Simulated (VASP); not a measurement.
Input of a VASP 6.6.1 run:

INCAR

```
SYSTEM = Au
  PREC = Accurate
  ENCUT = 520
  EDIFF = 1E-6
  ISMEAR = 0
  SIGMA = 0.1
  LREAL = .False.
  LASPH = .True.
  NELM = 100
  ALGO = Fast
  ISIF = 2
  LWAVE = .False.
  LCHARG = .False.
  GGA = PE
  NBANDS = 42
```

File KPOINTS:

```
Automatic mesh
0
Gamma
  18 18 4
  0 0 0
```

File POSCAR:

```
Au
1.0
    2.9276810898      0.0000000000      0.0000000000
   -1.4638405449      2.5354461979      0.0000000000
    0.0000000000      0.0000000000     14.5389527777
Au
6
Direct
    0.0000000000      0.0000000000      0.0003196462
    0.3333333333      0.6666666667      0.1666666667
    0.0000000000      0.0000000000      0.3330136871
    0.6666666667      0.3333333333      0.4994127505
    0.0000000000      0.0000000000      0.6666666667
    0.6666666667      0.3333333333      0.8339205828
```

Potentials or basis: VASP PAW PBE potentials, release 64 (Au).

Launch:

```sh
$ cat potpaw_PBE.64/Au/POTCAR > POTCAR
$ mpirun -np 1 vasp_std > vasp.out
```

Q: Predict the pressure.

A: -0.2 GPa.

Q: What does it give for the band gap on the k mesh?

A: Zero (bands 33 and 34 overlap by 4.87 eV).

Caveat: spin-orbit coupling is left out, which moves the levels of the heavy elements.
